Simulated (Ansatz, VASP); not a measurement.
One calculation of C, two programs

```
C
1.0
     2.44491    0.00000    0.00000
    -1.22246    2.11736    0.00000
     0.00000    0.00000    6.65169
C
4
Direct
  0.00000 0.00000 0.00250
  0.00000 0.00000 0.50250
  0.33333 0.66667 0.00250
  0.66667 0.33333 0.50250
```

Alike in both runs: functional LDA; k mesh 21 × 21 × 6; occupations gaussian, width 0.1 eV; no spin polarisation.

Ansatz relaxed the structure, and its values are those at the end. VASP's run is a single point on that final structure, the one shown.

|  | VASP | Ansatz |
| --- | --- | --- |
| version | VASP 6.6.1 | Ansatz 0.2.0 |
| potentials or method | VASP PAW LDA potentials, release 64 (C), cutoff 520 eV | scalar-relativistic, plane waves, PAW |
| valence electrons in the cell | 16 | 16 |

```tsv
	VASP	Ansatz	Ansatz less VASP
gap on the k mesh at the Fermi level (eV)	none	none	-
pressure (GPa)	0.8	0.0	-0.81
```

LDA's correlation is that of Perdew and Zunger in VASP and of Perdew and Wang (1992) in Ansatz. A gap of «none» marks a metal or a gap that the smearing closes.
